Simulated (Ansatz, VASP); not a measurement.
# K in VASP and in Ansatz

```
K
1.0
     0.00000    3.53538    3.53538
     3.53538    0.00000    3.53538
     3.53538    3.53538    0.00000
K
1
Direct
  0.00000 0.00000 0.00000
```

Alike in both runs: task single point; functional PBEsol; k mesh 12 × 12 × 12; occupations gaussian, width 0.1 eV; no spin polarisation.

|  | VASP | Ansatz |
| --- | --- | --- |
| version | VASP 6.6.1 | Ansatz 0.2.0 |
| potentials or method | VASP PAW PBE potentials, release 64 (K_sv), cutoff 520 eV | scalar-relativistic, plane waves, PAW |
| valence electrons in the cell | 9 | 9 |

```tsv
	VASP	Ansatz	Ansatz less VASP
gap on the k mesh at the Fermi level (eV)	none	none	-
pressure (GPa)	-0.5	-0.5	+0.01
```

VASP's potentials were made for PBE, not for PBEsol. A gap of «none» marks a metal or a gap that the smearing closes.
